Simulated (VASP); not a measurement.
A run of VASP 6.6.1:

File INCAR:

```
PREC = Accurate
ENCUT = 520
EDIFF = 1E-7
ISMEAR = -1
SIGMA = 0.05
LREAL = False
LASPH = True
NELM = 150
ALGO = Normal
ISIF = 2
LWAVE = False
LCHARG = False
ISPIN = 2
MAGMOM = 0.691
LORBIT = 11
LMAXMIX = 4
GGA = RP
NBANDS = 15
```

Contents of KPOINTS:

```
regular mesh
0
Gamma
  25 25 25
```

Contents of POSCAR:

```
Ni
1.0
    0.0000000000      1.7766623063      1.7766623063
    1.7766623063      0.0000000000      1.7766623063
    1.7766623063      1.7766623063      0.0000000000
Ni
1
Direct
    0.0000000000      0.0000000000      0.0000000000
```

Potentials or basis: VASP PAW PBE potentials, release 64 (Ni).

Run with:

```sh
$ cat potpaw_PBE.64/Ni/POTCAR > POTCAR
$ mpirun -np 1 vasp_std > vasp.out
```

Hardware: 1 thread of AMD EPYC 9R45 96-Core Processor (Zen 5), with other jobs on the host.

Q: Estimate the wall time of this run.

A: Wall time 100 s on 1 thread of AMD EPYC 9R45 96-Core Processor (Zen 5), on a shared host, peak memory 0.19 GiB. Counts: scf iterations 14, k points 455.
